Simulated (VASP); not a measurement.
Set up this calculation in VASP 6.6.1, as the native input.

```yaml
Task: G0W0 quasiparticle levels
Functional: PBE
Potentials_or_basis: VASP PAW PBE potentials, release 64 (Pb_d_GW, F_GW)
Cutoff: 500 eV
k_mesh: 4 × 4 × 4
Occupations: gaussian, width 0.01 eV
Spin: no spin polarisation
Dipole_correction: no
GW_scheme: G0W0
GW_iterations: 1
Cutoff_of_the_response_function: 80
Frequency_points: 96
Empty_bands: 83
Further_INCAR_settings: ALGO = EVGW0; EDIFF = 1e-08; NBANDS = 98
```

Crystal: PbF2.

```
CELL_PARAMETERS angstrom
0.00000 2.94581 2.94581
2.94581 0.00000 2.94581
2.94581 2.94581 0.00000
ATOMIC_POSITIONS crystal
Pb 0.00000 0.00000 0.00000
F 0.25000 0.25000 0.25000
F 0.75000 0.75000 0.75000
```

One way to write it, as run:

POSCAR

```
PbF2
1.0
    0.0000000000      2.9458082858      2.9458082858
    2.9458082858      0.0000000000      2.9458082858
    2.9458082858      2.9458082858      0.0000000000
Pb F
1 2
Direct
    0.0000000000      0.0000000000      0.0000000000
    0.2500000000      0.2500000000      0.2500000000
    0.7500000000      0.7500000000      0.7500000000
```

INCAR.step1

```
PREC = Accurate ; ENCUT = 500
EDIFF = 1E-8 ; ISMEAR = 0
SIGMA = 0.01 ; LREAL = F
LASPH = T ; NELM = 80
ALGO = Normal ; LWAVE = T
LCHARG = F ; GGA = PE
```

INCAR.step2

```
PREC = Accurate ; ENCUT = 500
EDIFF = 1E-8 ; ISMEAR = 0
SIGMA = 0.01 ; LREAL = F
LASPH = T ; NELM = 1
ALGO = Exact ; LWAVE = T
LCHARG = F ; GGA = PE
NBANDS = 98 ; LOPTICS = T
ISTART = 1
```

INCAR.step3

```
PREC = Accurate ; ENCUT = 500
EDIFF = 1E-8 ; ISMEAR = 0
SIGMA = 0.01 ; LREAL = F
LASPH = T ; ALGO = EVGW0
LWAVE = F ; LCHARG = F
GGA = PE ; NELMGW = 1
NBANDS = 98 ; ENCUTGW = 80.0
NOMEGA = 96 ; PRECFOCK = Fast
ISTART = 1 ; NBANDSGW = 23
OMEGAMAX = 20
```

KPOINTS

```
regular mesh
0
Gamma
  4 4 4
```

Potentials or basis: VASP PAW PBE potentials, release 64 (Pb_d_GW, F_GW).

The run is started by

```console
$ cat potpaw_PBE.64/Pb_d_GW/POTCAR potpaw_PBE.64/F_GW/POTCAR > POTCAR
$ cp INCAR.step1 INCAR
$ mpirun -np 1 vasp_std > vasp.out
$ cp INCAR.step2 INCAR
$ mpirun -np 1 vasp_std > vasp.out
$ cp INCAR.step3 INCAR
$ mpirun -np 1 vasp_std > vasp.out
```

Results of the run:

* Quasiparticle gap: 6.19 eV
* Least direct quasiparticle gap: 6.48 eV
* Band gap of the starting levels on the mesh: 4.42 eV
* Least direct gap of the starting levels on the mesh: 4.56 eV

Caveat: the k points lie up to 0.46 Å⁻¹ apart; bands, screening cutoff and mesh are small and nothing is extrapolated, so the quasiparticle values aren't converged; spin-orbit coupling is left out, which moves the levels of the heavy elements.

It took 4.1 min on 1 thread of Intel(R) Xeon(R) Platinum 8488C (Sapphire Rapids), with other jobs on the host, peak memory 0.55 GiB.
